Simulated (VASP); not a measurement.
Runs of VASP 6.6.1 on TiCo. The structure is that of space group Pm-3m (No. 221), or close to it. The cells are those of the table. 

```csv
cell,gap on the mesh (eV),pressure (GPa),moment (μB)
"a = 3.081 Å, 2 atoms",none,-13.3,(a)
"a = 3.044 Å, 2 atoms",none,-8.9,0.89
"a = 2.985 Å, 2 atoms",none,-0.5,0.86
"a = 2.955 Å, 2 atoms",none,(b),0.82
"a = 3.015 Å, 2 atoms",none,-5.0,0.88
```

Alike in all rows: task single point; level PBE; potentials or basis VASP PAW PBE potentials, release 64 (Ti_sv, Co); spin collinear, ferromagnetic start; k mesh 18 × 18 × 18; cutoff (eV) 520; smearing gaussian 0.1 eV.

Estimate the missing entries.

(a) 0.90; (b) 4.8.

A gap of «none» marks levels without a gap at the run's occupations.
